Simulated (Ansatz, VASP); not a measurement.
# Sn: VASP beside Ansatz

```
Sn
1.0
     0.00000    7.34195    7.34195
     7.34195    0.00000    7.34195
     7.34195    7.34195    0.00000
Sn
8
Direct
  0.80625 0.06458 0.06458
  0.18542 0.18542 0.18542
  0.18542 0.18542 0.44375
  0.18542 0.44375 0.18542
  0.06458 0.80625 0.06458
  0.06458 0.06458 0.06458
  0.06458 0.06458 0.80625
  0.44375 0.18542 0.18542
```

Alike in both runs: task single point; functional PBE; k mesh 2 × 2 × 2; occupations gaussian, width 0.1 eV; no spin polarisation.

|  | VASP | Ansatz |
| --- | --- | --- |
| version | VASP 6.6.1 | Ansatz 0.2.0 |
| potentials or method | VASP PAW PBE potentials, release 64 (Sn_d), cutoff 520 eV | scalar-relativistic, plane waves, PAW |
| valence electrons in the cell | 112 | 112 |

Ansatz gave:

```
gap on the k mesh at the Fermi level (eV) : none
pressure (GPa)                            : 2.8
rms of the force components (eV/Å)        : 2.980
```

What did VASP give for the same quantities?

gap on the k mesh at the Fermi level (eV): none; pressure (GPa): 2.8; rms of the force components (eV/Å): 2.979.

Atom by atom the forces differ by 0.002 eV/Å (rms over components). A gap of «none» marks a metal or a gap that the smearing closes.

The k mesh is coarse, so the values compare programs but aren't converged.
